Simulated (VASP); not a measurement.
Input of a VASP 6.6.1 run:

Contents of INCAR:

```
PREC = Accurate
ENCUT = 520
EDIFF = 1E-7
ISMEAR = 1
SIGMA = 0.1
LREAL = False
LASPH = True
NELM = 100
ALGO = Normal
ISIF = 2
LWAVE = False
LCHARG = False
GGA = CA
NBANDS = 25
```

File KPOINTS:

```
regular mesh
0
Gamma
  7 7 10
```

Contents of POSCAR:

```
Ti
1.0
    4.4501203729      0.0000000000      0.0000000000
   -2.2250601865      3.8539172928      0.0000000000
    0.0000000000      0.0000000000      2.7704676310
Ti
3
Direct
    0.0000000000      0.0000000000      0.0000000000
    0.3333333333      0.6666666667      0.5000000000
    0.6666666667      0.3333333333      0.5000000000
```

Potentials or basis: VASP PAW LDA potentials, release 64 (Ti_sv).

The run is started by

```bash
$ cat potpaw_LDA.64/Ti_sv/POTCAR > POTCAR
$ mpirun -np 1 vasp_std > vasp.out
```

(1) What does it give for the band gap on the k mesh?

(2) Estimate the pressure.

Results:

(1) zero (band 18 reaches 9.20 eV, above the bottom of band 19 at 8.86 eV).

(2) -0.1 GPa.
